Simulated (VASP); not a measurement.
Set up this calculation in VASP 6.6.1, as the native input.

- Task: single point
- Functional: PBE
- Potentials or basis: VASP PAW PBE potentials, release 64 (Si, Ge_d, C)
- Cutoff: 520 eV
- k mesh: 12 × 12 × 2
- Occupations: gaussian, width 0.02 eV
- Spin: no spin polarisation
- Dipole correction: no
- Further INCAR settings: ALGO = Normal; EDIFF = 1e-07; NBANDS = 41

The structure of Si5GeC6 lies in POSCAR:

```
Si5GeC6
1.0
    3.1178012328      0.0000000000      0.0000000000
   -1.5589006164      2.7000950716      0.0000000000
    0.0000000000      0.0000000000     15.3652333000
Si Ge C
5 1 6
Direct
    0.6666666667      0.3333333333      0.0052850000
    0.6666666667      0.3333333333      0.3350770000
    0.6666666667      0.3333333333      0.6645860000
    0.0000000000      0.0000000000      0.1702110000
    0.0000000000      0.0000000000      0.4999550000
    0.0000000000      0.0000000000      0.8344940000
    0.6666666667      0.3333333333      0.1295180000
    0.6666666667      0.3333333333      0.4592350000
    0.6666666667      0.3333333333      0.7878940000
    0.0000000000      0.0000000000      0.2943730000
    0.0000000000      0.0000000000      0.6240920000
    0.0000000000      0.0000000000      0.9652800000
```

One way to write it, as run:

INCAR

```
SYSTEM = Si5GeC6
PREC = Accurate ; ENCUT = 520
EDIFF = 1E-7 ; ISMEAR = 0
SIGMA = 0.02 ; LREAL = .FALSE.
LASPH = .TRUE. ; NELM = 100
ALGO = Normal ; ISIF = 2
LWAVE = .FALSE. ; LCHARG = .TRUE.
GGA = PE ; LELF = .TRUE.
LVHAR = .TRUE. ; NBANDS = 41
```

KPOINTS

```
Automatic mesh
0
G
  12 12 2
  0 0 0
```

Potentials or basis: VASP PAW PBE potentials, release 64 (Si, Ge_d, C).

The run is started by

```sh
$ cat potpaw_PBE.64/Si/POTCAR potpaw_PBE.64/Ge_d/POTCAR potpaw_PBE.64/C/POTCAR > POTCAR
$ mpirun -np 1 vasp_std > vasp.out
```

It gave:

```json
{
 "Pressure": "-0.1 GPa",
 "Largest force": "0.023 eV/Å",
 "Band gap on the k mesh": "2.16 eV, indirect (least direct gap 3.80 eV)"
}
```

It took 2.6 min on 1 thread of Intel(R) Xeon(R) Platinum 8488C (Sapphire Rapids) (shared host), peak memory 0.33 GiB.
